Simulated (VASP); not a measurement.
Set up this calculation in VASP 6.6.1, as the native input.

```yaml
Task: single point
Functional: PBE
Potentials_or_basis: VASP PAW PBE potentials, release 64 (Ga_d, N)
Cutoff: 600 eV
k_mesh: 13 × 13 × 13
Occupations: fermi-dirac, width 0.02 eV
Spin: no spin polarisation
Dipole_correction: no
Further_INCAR_settings: ALGO = Normal; EDIFF = 1e-06; NBANDS = 16
```

The structure of GaN lies in POSCAR:

```
GaN
1.0
    0.0000000000      1.9858360706      1.9858360706
    1.9858360706      0.0000000000      1.9858360706
    1.9858360706      1.9858360706      0.0000000000
Ga N
1 1
Direct
    0.5000000000      0.5000000000      0.5000000000
    0.0000000000      0.0000000000      0.0000000000
```

This cell differs from its parent crystal: volume scaled by 0.99.

The input as run:

INCAR

```
PREC = Accurate ; ENCUT = 600
EDIFF = 1E-6 ; ISMEAR = -1
SIGMA = 0.02 ; LREAL = False
LASPH = True ; NELM = 120
ALGO = Normal ; ISIF = 2
LWAVE = False ; LCHARG = False
GGA = PE ; NBANDS = 16
GGA_COMPAT = False
```

KPOINTS

```
Automatic mesh
0
Gamma
  13 13 13
```

Potentials or basis: VASP PAW PBE potentials, release 64 (Ga_d, N).

Run with:

```sh
$ cat potpaw_PBE.64/Ga_d/POTCAR potpaw_PBE.64/N/POTCAR > POTCAR
$ mpirun -np 1 vasp_std > vasp.out
```

It gave:

* Pressure: 75.1 GPa
* Band gap on the k mesh: 1.99 eV, indirect (least direct gap 5.36 eV)

It took 56 s on 1 thread of AMD EPYC 7R13, on a shared host, peak memory 0.13 GiB.
